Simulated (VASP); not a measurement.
The system is Ag6PdRh3.

```xyz
20
Lattice="-6.0508 4.0339 2.0169 6.0508 4.0339 -2.0169 -2.0169 -4.0339 -6.0508" Properties=species:S:1:pos:R:3 pbc="T T T"
Rh    0.0139   -0.0187   -4.0193
Rh    0.0033    4.0356   -3.9877
Rh   -2.0228    0.0059   -2.0229
Rh    1.9847    4.0590   -2.0029
Rh   -6.0402    4.0311    2.0053
Rh   -4.0528    3.9889    0.0109
Pd   -1.9837    2.0211   -4.0575
Pd   -0.0218    6.0693   -2.0215
Ag    0.0023   -2.0217   -6.0149
Ag    1.9968    0.0218   -6.0424
Ag   -0.0193    2.0133   -6.0574
Ag   -2.0029   -2.0259   -4.0648
Ag    2.0238    2.0227   -4.0359
Ag   -4.0318    0.0226   -4.0750
Ag    0.0001    2.0131   -2.0246
Ag   -4.0278    1.9934   -2.0185
Ag   -1.9919    4.0309   -2.0091
Ag   -2.0006    2.0487    0.0319
Ag    0.0014    4.0468   -0.0088
Ag   -2.0374    6.0388   -0.0014
```

- Program: VASP 6.6.1
- Task: relaxation of cell and atoms
- Functional: PBE
- Potentials or basis: VASP PAW PBE potentials, release 64 (Rh_pv, Pd, Ag)
- Cutoff: 600 eV
- k mesh: 2 × 2 × 2, shifted
- Occupations: gaussian, width 0.1 eV
- Spin: no spin polarisation

At the start: pressure -1.2 GPa; volume 16.41 Å³/atom.

Q: Where does the relaxation end?

A: Over 15 steps the energy falls by 29.2 meV/atom and the volume is 16.35 Å³/atom (-0.4 %); space group P1 (No. 1, to 0.1 Å) before and after.

The path:
```
step  energy change (eV)  largest force (eV/Å)  pressure (GPa)  volume (Å³)
   1              0.0000                0.9000           -1.19       328.20
   2             -0.2076                0.6047            1.19       322.44
   3             -0.2384                0.4509            2.71       319.25
   4             -0.3650                0.4385            1.01       323.34
   5             -0.4115                0.6088           -0.69       328.34
   6             -0.4838                0.4621           -0.57       328.20
   7             -0.5312                0.3611           -0.23       327.90
   8             -0.5610                0.1795            0.01       326.84
   9             -0.5722                0.1120            0.32       325.69
  10             -0.5762                0.1091           -0.34       327.25
  11             -0.5762                0.1095           -0.33       327.22
  12             -0.5800                0.0797           -0.19       326.97
  13             -0.5826                0.0859            0.06       326.51
  14             -0.5840                0.0633            0.00       326.69
  15             -0.5850                0.0284           -0.10       326.99
```

Final structure:
```xyz
20
Lattice="-5.8883 4.2221 1.9740 5.9016 4.2430 -1.9741 -1.9634 -4.2353 -5.8974" Properties=species:S:1:pos:R:3 pbc="T T T"
Rh   -0.0126    0.0135   -3.7615
Rh   -0.0778    4.2384   -3.9131
Rh   -1.8515    0.0072   -1.8830
Rh    1.9704    4.2529   -2.1892
Rh   -5.7853    4.1652    1.9310
Rh   -4.0678    4.2092    0.0138
Pd   -1.9061    2.1136   -3.9140
Pd    0.0457    6.3068   -1.9995
Ag   -0.0073   -2.0957   -5.9144
Ag    1.9365   -0.0123   -5.9553
Ag    0.0043    2.0855   -5.9048
Ag   -1.9455   -2.1051   -3.9160
Ag    1.9491    2.1130   -3.9255
Ag   -3.9303    0.0035   -3.8994
Ag    0.0029    2.1762   -1.9494
Ag   -3.9306    2.1273   -1.9862
Ag   -1.9955    4.2374   -1.9259
Ag   -1.9748    2.1054    0.0029
Ag   -1.8850    0.0262   -5.8841
Ag   -1.9379    6.3450   -0.0039
```

Caveat: the k points lie up to 0.52 Å⁻¹ apart in the final cell.
